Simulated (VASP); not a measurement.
Runs of VASP 6.6.1 on TiO2 (Rutile). The structure is that of space group P4_2/mnm (No. 136), or close to it. The cells are those of the table. 

| cell | gap on the mesh (eV) | pressure (GPa) | largest force (eV/Å) |
| --- | --- | --- | --- |
| a = 4.672, b = 4.672, c = 3.009 Å, 6 atoms | (a) | -5.7 | (b) |
| a = 4.551, b = 4.551, c = 2.931 Å, 6 atoms | 1.94 | 13.3 | 0.27 |
| a = 4.466, b = 4.466, c = 2.876 Å, 6 atoms | 2.08 | 31.1 | 0.59 |
| a = 4.592, b = 4.592, c = 2.957 Å, 6 atoms | (c) | 6.1 | 0.13 |
| a = 4.633, b = 4.633, c = 2.983 Å, 6 atoms | 1.81 | -0.2 | - |

Alike in all rows: task single point; level PBE; potentials or basis VASP PAW PBE potentials, release 64 (Ti_sv, O); no spin polarisation; k mesh 4 × 4 × 6; cutoff (eV) 520; smearing gaussian 0.01 eV.

Task: Fill in the values left out.

Result: (a) 1.74; (b) 0.12; (c) 1.87.

A k mesh can miss the band edges.
